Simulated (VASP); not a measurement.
# P in VASP: single point with r2SCAN

Aim: the single point of P with r2SCAN.

Program: VASP 6.6.1. These are calculated values, not measurements. Logs are shortened: lines on timing, memory, paths and dates and some standing lists are left out, and cuts for length are marked.

## (1) The cell of the first run

The cell holds a slab with vacuum, 4 atoms: a = 3.284 Å, b = 34.857 Å, c = 4.632 Å, α = 90.00°, β = 90.00°, γ = 90.00°.

## (2) Single point, r2SCAN

The input, POSCAR:

```
P
1.0
    3.2837277200      0.0000000000      0.0000000000
    0.0000000000     34.8570309900      0.0000000000
    0.0000000000      0.0000000000      4.6320847100
P
4
Direct
    0.0000000000      0.9702614300      0.5921507200
    0.0000000000      0.0297385700      0.4078492800
    0.5000000000      0.0297385700      0.0921507200
    0.5000000000      0.9702614300      0.9078492800
```

The input, INCAR.step1:

```
SYSTEM = P
PREC = Accurate
ENCUT = 520
ISMEAR = 0
SIGMA = 0.05
LREAL = .FALSE.
LASPH = .TRUE.
NELM = 60
NBANDS = 18
GGA = PE
ALGO = Normal
EDIFF = 1E-4
LWAVE = .TRUE.
LCHARG = .FALSE.
```

The input, INCAR.step2:

```
SYSTEM = P
PREC = Accurate
ENCUT = 520
EDIFF = 1E-6
ISMEAR = 0
SIGMA = 0.05
LREAL = .FALSE.
LASPH = .TRUE.
NELM = 60
ALGO = Normal
ISIF = 2
LWAVE = .FALSE.
LCHARG = .FALSE.
METAGGA = R2SCAN
LMIXTAU = .TRUE.
NBANDS = 18
ISTART = 1
```

The input, KPOINTS:

```
regular mesh
0
G
  8 1 6
  0 0 0
```

Potentials or basis: VASP PAW PBE potentials, release 64 (P).

On the command line:

```
$ cat potpaw_PBE.64/P/POTCAR > POTCAR
$ cp INCAR.step1 INCAR
$ mpirun -np 1 vasp_std > vasp.out
$ cp INCAR.step2 INCAR
$ mpirun -np 1 vasp_std > vasp.out
```

OUTCAR:

```text
SYSTEM = P
   PREC = Accurate
   ENCUT = 520
   EDIFF = 1E-6
   ISMEAR = 0
   LREAL = .FALSE.
   LASPH = .TRUE.
   NELM = 60
   ISIF = 2
   METAGGA = R2SCAN
   ISTART = 1

 ion  position               nearest neighbor table
   1  0.000  0.970  0.592-   4 2.20   4 2.20   2 2.24
   2  0.000  0.030  0.408-   3 2.20   3 2.20   1 2.24
   3  0.500  0.030  0.092-   2 2.20   2 2.20   4 2.24
   4  0.500  0.970  0.908-   1 2.20   1 2.20   3 2.24

  LATTYP: Found a simple orthorhombic cell.
 ALAT       =     3.2837277200
 B/A-ratio  =     1.4106177811
 C/A-ratio  =    10.6150795566

  Lattice vectors:

 A1 = (  -3.2837277200,   0.0000000000,   0.0000000000)
 A2 = (   0.0000000000,   0.0000000000,   4.6320847100)
 A3 = (   0.0000000000,  34.8570309900,   0.0000000000)

Analysis of symmetry for initial positions (statically):
=====================================================================
 Subroutine PRICEL returns:
 Original cell was already a primitive cell.

 Routine SETGRP: Setting up the symmetry group for a
 simple orthorhombic supercell.

 Subroutine GETGRP returns: Found  8 space group operations
 (whereof  4 operations were pure point group operations)
 out of a pool of  8 trial point group operations.

The static configuration has the point symmetry C_2h.
 The point group associated with its full space group is D_2h.

Analysis of symmetry for dynamics (positions and initial velocities):
=====================================================================
 Subroutine PRICEL returns:
 Original cell was already a primitive cell.

 Routine SETGRP: Setting up the symmetry group for a
 simple orthorhombic supercell.

 Subroutine GETGRP returns: Found  8 space group operations
 (whereof  4 operations were pure point group operations)
 out of a pool of  8 trial point group operations.

The dynamic configuration has the point symmetry C_2h.
 The point group associated with its full space group is D_2h.

 Subroutine INISYM returns: Found  8 space group operations
 (whereof  4 operations are pure point group operations),
 and found     1 'primitive' translations

----------------------------------------------------------------------------------------

                                     Primitive cell

  volume of cell :     530.1930

  direct lattice vectors                    reciprocal lattice vectors
     3.283727720  0.000000000  0.000000000     0.304531948  0.000000000  0.000000000
     0.000000000 34.857030990  0.000000000     0.000000000  0.028688617  0.000000000
     0.000000000  0.000000000  4.632084710     0.000000000  0.000000000  0.215885516

  length of vectors
     3.283727720 34.857030990  4.632084710     0.304531948  0.028688617  0.215885516

  position of ions in fractional coordinates (direct lattice)
     0.000000000  0.970261430  0.592150720
     0.000000000  0.029738570  0.407849280
     0.500000000  0.029738570  0.092150720
     0.500000000  0.970261430  0.907849280

  ion indices of the primitive-cell ions
   primitive index   ion index
                 1           1
                 2           2
                 3           3
                 4           4

----------------------------------------------------------------------------------------

 KPOINTS: regular mesh

Automatic generation of k-mesh.
 Grid dimensions read from file:
 generate k-points for:    8    1    6

 Generating k-lattice:

  Cartesian coordinates                     Fractional coordinates (reciprocal lattice)
     0.038066494  0.000000000  0.000000000     0.125000000  0.000000000  0.000000000
     0.000000000  0.028688617  0.000000000     0.000000000  1.000000000  0.000000000
     0.000000000  0.000000000  0.035980919     0.000000000  0.000000000  0.166666667

  Length of vectors
     0.038066494  0.028688617  0.035980919

  Shift w.r.t. Gamma in fractional coordinates (k-lattice)
     0.000000000  0.000000000  0.000000000

 Subroutine IBZKPT returns following result:
 ===========================================

 Found     20 irreducible k-points:

 Following reciprocal coordinates:
            Coordinates               Weight
  0.000000  0.000000  0.000000      1.000000
  0.125000  0.000000  0.000000      2.000000
  0.250000  0.000000  0.000000      2.000000
  0.375000  0.000000  0.000000      2.000000
  0.500000  0.000000  0.000000      1.000000
  0.000000  0.000000  0.166667      2.000000
[... 12 lines left out ...]
  0.375000  0.000000  0.500000      2.000000
  0.500000  0.000000  0.500000      1.000000
   k-points           NKPTS =     20   k-points in BZ     NKDIM =     20   number of bands    NBANDS=     18
   number of dos      NEDOS =    301   number of ions     NIONS =      4
   total plane-waves  NPLWV = 233280
   dimension x,y,z NGX =    24 NGY =  270 NGZ =   36
   dimension x,y,z NGXF=    48 NGYF=  540 NGZF=   72
   ions per type =               4
   NGX,Y,Z   is equivalent  to a cutoff of  12.15, 12.88, 12.92 a.u.
   NGXF,Y,Z  is equivalent  to a cutoff of  24.30, 25.75, 25.84 a.u.
 SYSTEM =  P
   PREC   = accura    normal or accurate (medium, high low for compatibility)
   ISTART =      1    job   : 0-new  1-cont  2-samecut
   ICHARG =      0    charge: 1-file 2-atom 10-const
   ISPIN  =      1    spin polarized calculation?
   LNONCOLLINEAR =      F non collinear calculations
   LSORBIT =      F    spin-orbit coupling
   LASPH  =      T    aspherical Exc in radial PAW
   ENCUT  =  520.0 eV  38.22 Ry    6.18 a.u.   6.11 64.81  8.61*2*pi/ulx,y,z
   NELM   =     60;   NELMIN=  2; NELMDL=  0     # of ELM steps
   EDIFF  = 0.1E-05   stopping-criterion for ELM
   LREAL  =      F    real-space projection
   EDIFFG = 0.1E-04   stopping-criterion for IOM
   NSW    =      0    number of steps for IOM
   IBRION =     -1    ionic relax: 0-MD 1-quasi-New 2-CG
   NFREE  =      0    steps in history (QN), initial steepest desc. (CG)
   ISIF   =      2    stress and relaxation
   ISYM   =      2    0-nonsym 1-usesym 2-fastsym
   POTIM  = 0.5000    time-step for ionic-motion
   TEBEG  =    0.0;   TEEND  =   0.0 temperature during run
   PSTRESS=    0.0 pullay stress
   NELECT =      20.0000    total number of electrons
   NUPDOWN=      -1.0000    fix difference up-down
   EMIN   =  10.00;   EMAX   =-10.00  energy-range for DOS
   EFERMI =   0.00;   METHOD = LEGACY
   ISMEAR =     0;   SIGMA  =   0.05  broadening in eV -4-tet -1-fermi 0-gaus
   EFERMI_NEDOS =   21; number of points for ismear=-14 and -15
   IALGO  =     38    algorithm
   IMIX   =      4    mixing-type and parameters
     AMIX     =   0.40;   BMIX     =  1.00
     AMIX_MAG =   1.60;   BMIX_MAG =  1.00
  volume/ion in A,a.u.               =     132.55       894.48
  Fermi-wavevector in a.u.,A,eV,Ry     =   0.549044  1.037542  4.101461  0.301449
  Thomas-Fermi vector in A             =   1.580001
   LORBIT       =      0    0 simple, 1 ext, 2 COOP (PROOUT), +10 PAW based schemes
   METAGGA = R2SCAN    functional components
   LHFCALC =     F    Hartree Fock is set to
   AEXX    =    0.0000 exact exchange contribution
   IVDW    =     0    specifies the selected vdW correction
   LEPSILON=     F    determine dielectric tensor
   LRPA    =     F    only Hartree local field effects (RPA)
 non-spin polarized calculation
 Gauss-broadening in eV      SIGMA  =   0.05
  energy-cutoff  :      520.00
  volume of cell :      530.19
 maximum number of plane-waves:     14344
   NGX = 13   NGY =129   NGZ = 17

 number of electron      20.0000001 magnetization

 Free energy of the ion-electron system (eV)
  ---------------------------------------------------
  ext. energy  EPLUGINS =         0.00000000
  ---------------------------------------------------
  free energy    TOTEN  =       -35.79039141 eV

  energy without entropy =      -35.79039141  energy(sigma->0) =      -35.79039141

 E-fermi :  -3.3466     XC(G=0):  -1.7244

 val. band max:       -3.6155698607   @ k =   0.0000   0.0000   0.0000
 cond. band min:      -2.4868837334   @ k =   0.0000   0.0000   0.0000
 fundamental gap:      1.1286861272
 Fermi energy:        -3.3466244296

 k-point     1 :       0.0000    0.0000    0.0000
  band No.  band energies     occupation
      1     -19.5177      2.00000
      2     -16.8993      2.00000
      3     -13.3394      2.00000
      4      -9.6857      2.00000
      5      -8.4067      2.00000
      6      -8.3790      2.00000
[... 10 lines left out ...]
     17       1.7074      0.00000
     18       1.8482      0.00000

 k-point     2 :       0.1250    0.0000    0.0000
  band No.  band energies     occupation
      1     -19.3199      2.00000
      2     -16.6920      2.00000
      3     -13.4228      2.00000
      4      -9.5426      2.00000
      5      -8.6154      2.00000
      6      -8.2552      2.00000
[... 10 lines left out ...]
     17       1.9241      0.00000
     18       1.9529      0.00000

 k-point     3 :       0.2500    0.0000    0.0000
  band No.  band energies     occupation
      1     -18.7330      2.00000
      2     -16.0727      2.00000
      3     -13.9263      2.00000
      4      -9.9819      2.00000
      5      -9.3758      2.00000
      6      -9.1653      2.00000
[... 10 lines left out ...]
     17       2.3505      0.00000
     18       2.5721      0.00000

 k-point     4 :       0.3750    0.0000    0.0000
  band No.  band energies     occupation
      1     -17.7799      2.00000
      2     -15.1021      2.00000
      3     -15.0509      2.00000
      4     -11.9059      2.00000
      5      -9.4813      2.00000
      6      -8.8068      2.00000
[... 10 lines left out ...]
     17       3.2741      0.00000
     18       3.3379      0.00000

 k-point     5 :       0.5000    0.0000    0.0000
  band No.  band energies     occupation
      1     -16.5185      2.00000
      2     -16.5185      2.00000
      3     -13.6465      2.00000
      4     -13.6465      2.00000
      5      -8.9976      2.00000
      6      -8.9976      2.00000
[... 10 lines left out ...]
     17       3.6294      0.00000
     18       3.6294      0.00000

 k-point     6 :       0.0000    0.0000    0.1667
  band No.  band energies     occupation
      1     -19.3793      2.00000
      2     -17.1127      2.00000
      3     -13.3233      2.00000
      4     -10.3522      2.00000
      5      -8.0714      2.00000
      6      -7.8292      2.00000
[... 10 lines left out ...]
     17       1.9001      0.00000
     18       2.0682      0.00000

 k-point     7 :       0.1250    0.0000    0.1667
  band No.  band energies     occupation
      1     -19.1824      2.00000
      2     -16.9126      2.00000
      3     -13.3581      2.00000
      4     -10.2711      2.00000
      5      -8.4612      2.00000
      6      -8.1502      2.00000
[... 10 lines left out ...]
     17       1.9033      0.00000
     18       2.1152      0.00000

 k-point     8 :       0.2500    0.0000    0.1667
  band No.  band energies     occupation
      1     -18.5990      2.00000
      2     -16.3288      2.00000
      3     -13.7206      2.00000
      4     -10.5268      2.00000
      5      -9.5974      2.00000
      6      -8.9222      2.00000
[... 10 lines left out ...]
     17       2.5705      0.00000
     18       2.7111      0.00000
[... 145 lines left out ...]
     17       3.1846      0.00000
     18       3.1846      0.00000

 k-point    16 :       0.0000    0.0000    0.5000
  band No.  band energies     occupation
      1     -18.3716      2.00000
      2     -18.3716      2.00000
      3     -12.4237      2.00000
      4     -12.4237      2.00000
      5      -6.6603      2.00000
      6      -6.6603      2.00000
[... 10 lines left out ...]
     17       2.7502      0.00000
     18       2.7502      0.00000

 k-point    17 :       0.1250    0.0000    0.5000
  band No.  band energies     occupation
      1     -18.1802      2.00000
      2     -18.1802      2.00000
      3     -12.3515      2.00000
      4     -12.3515      2.00000
      5      -7.8025      2.00000
      6      -7.8025      2.00000
[... 10 lines left out ...]
     17       3.0201      0.00000
     18       3.0201      0.00000

 k-point    18 :       0.2500    0.0000    0.5000
  band No.  band energies     occupation
      1     -17.6214      2.00000
      2     -17.6214      2.00000
      3     -12.4047      2.00000
      4     -12.4047      2.00000
      5      -9.3846      2.00000
      6      -9.3846      2.00000
[... 10 lines left out ...]
     17       3.3457      0.00000
     18       3.3457      0.00000

 k-point    19 :       0.3750    0.0000    0.5000
  band No.  band energies     occupation
      1     -16.7775      2.00000
      2     -16.7775      2.00000
      3     -13.2848      2.00000
      4     -13.2848      2.00000
      5      -9.5691      2.00000
      6      -9.5691      2.00000
[... 10 lines left out ...]
     17       3.5410      0.00000
     18       3.5410      0.00000

 k-point    20 :       0.5000    0.0000    0.5000
  band No.  band energies     occupation
      1     -16.1574      2.00000
      2     -16.1574      2.00000
      3     -14.0734      2.00000
      4     -14.0734      2.00000
      5      -8.9311      2.00000
      6      -8.9311      2.00000
[... 10 lines left out ...]
     17       3.3605      0.00000
     18       3.3605      0.00000

------------------------ aborting loop because EDIFF is reached ----------------------------------------

  FORCE on cell =-STRESS in cart. coord.  units (eV):
  Direction    XX          YY          ZZ          XY          YZ          ZX
  --------------------------------------------------------------------------------------
  -------------------------------------------------------------------------------------
  Total       -0.0059729      0.0065493     -0.0210137      0.0000000     -0.0000000      0.0000000
  in kB       -0.0180493      0.0197911     -0.0635008      0.0000000     -0.0000000      0.0000000
  external PRESSURE =      -0.0205864 kB  Pullay stress =       0.0000000 kB

 VOLUME and BASIS-vectors are now :
 -----------------------------------------------------------------------------
  energy-cutoff  :      520.00
  volume of cell :      530.19
      direct lattice vectors                 reciprocal lattice vectors
     3.283727720  0.000000000  0.000000000     0.304531948  0.000000000  0.000000000
     0.000000000 34.857030990  0.000000000     0.000000000  0.028688617  0.000000000
     0.000000000  0.000000000  4.632084710     0.000000000  0.000000000  0.215885516

 POSITION                                       TOTAL-FORCE (eV/Angst)
 -----------------------------------------------------------------------------------
      0.00000     33.82043      2.74289        -0.000000     -0.006021      0.001012
      0.00000      1.03660      1.88919         0.000000      0.006021     -0.001012
      1.64186      1.03660      0.42685         0.000000      0.006021      0.001012
      1.64186     33.82043      4.20523         0.000000     -0.006021     -0.001012
 -----------------------------------------------------------------------------------
    total drift:                               -0.000000      0.000000     -0.000000

  FREE ENERGIE OF THE ION-ELECTRON SYSTEM (eV)
  ---------------------------------------------------
  free  energy   TOTEN  =       -35.7903914122 eV

  energy  without entropy=      -35.7903914122  energy(sigma->0) =      -35.79039141
```

It took 35 min on 1 thread of Oxide Virtual Turin-like, shared host; peak memory 0.6 GiB.

What came out:

```yaml
Free_energy: -35.7904 eV
Largest_force: 0.006 eV/Å
Band_gap_on_the_k_mesh: 1.13 eV, direct
```

Forces in eV/Å, atoms in the order of the input:
```
P    0.000 -0.006  0.001
P    0.000  0.006 -0.001
P    0.000  0.006  0.001
P    0.000 -0.006 -0.001
```

Levels at points of the mesh, in eV from the valence-band top:
| k point | band 7 | band 8 | band 9 | band 10 | band 11 | band 12 | band 13 | band 14 |
| --- | --- | --- | --- | --- | --- | --- | --- | --- |
| (0.00, 0.00, 0.00) | -3.68 | -2.02 | -1.70 | 0.00 | 1.13 | 1.84 | 2.95 | 3.53 |
| (0.50, 0.00, 0.00) | -2.90 | -2.90 | -2.03 | -2.03 | 1.47 | 1.47 | 2.51 | 2.51 |
| (0.00, 0.00, 0.50) | -2.86 | -2.86 | -1.46 | -1.46 | 2.39 | 2.39 | 4.00 | 4.00 |
| (0.50, 0.00, 0.50) | -4.71 | -4.71 | -1.14 | -1.14 | 2.61 | 2.61 | 4.07 | 4.07 |

Caveat: the PAW data sets were made with another functional, which shifts forces and pressure a little.
